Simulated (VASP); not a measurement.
SiHC:

```
Si H C
1.0
     2.92267    0.00000    0.00000
    -1.46133    2.53110    0.00000
     0.00000    0.00000    2.81151
Si H C
1 1 1
Direct
  0.33333 0.66667 0.00000
  0.00000 0.00000 0.50000
  0.66667 0.33333 0.50000
```

```yaml
Program: VASP 6.6.1
Task: relaxation of cell and atoms
Functional: PBE
Potentials_or_basis: VASP PAW PBE potentials, release 64 (Si, H, C)
Cutoff: 600 eV
k_mesh: 18 × 18 × 16
Occupations: gaussian, width 0.1 eV
Spin: no spin polarisation
```

At the start: pressure -0.1 GPa; volume 6.93 Å³/atom.

Problem. How do energy, volume and symmetry change on relaxing?

Solution. Over 3 steps the energy falls by 5.2 meV/atom and the volume is 6.93 Å³/atom (-0.1 %); space group P-6m2 (No. 187, to 0.05 Å).

Step by step:
| step | energy change (eV) | largest force (eV/Å) | pressure (GPa) | volume (Å³) |
| --- | --- | --- | --- | --- |
| 1 | 0.0000 | 0.0000 | -0.05 | 20.80 |
| 2 | -0.0157 | 0.0000 | -0.08 | 20.78 |
| 3 | -0.0157 | 0.0000 | -0.10 | 20.79 |

Final structure:
```
Si H C
1.0
     2.89470    0.00000    0.00000
    -1.44735    2.50688    0.00000
     0.00000    0.00000    2.86441
Si H C
1 1 1
Direct
  0.33333 0.66667 0.00000
  0.00000 0.00000 0.50000
  0.66667 0.33333 0.50000
```
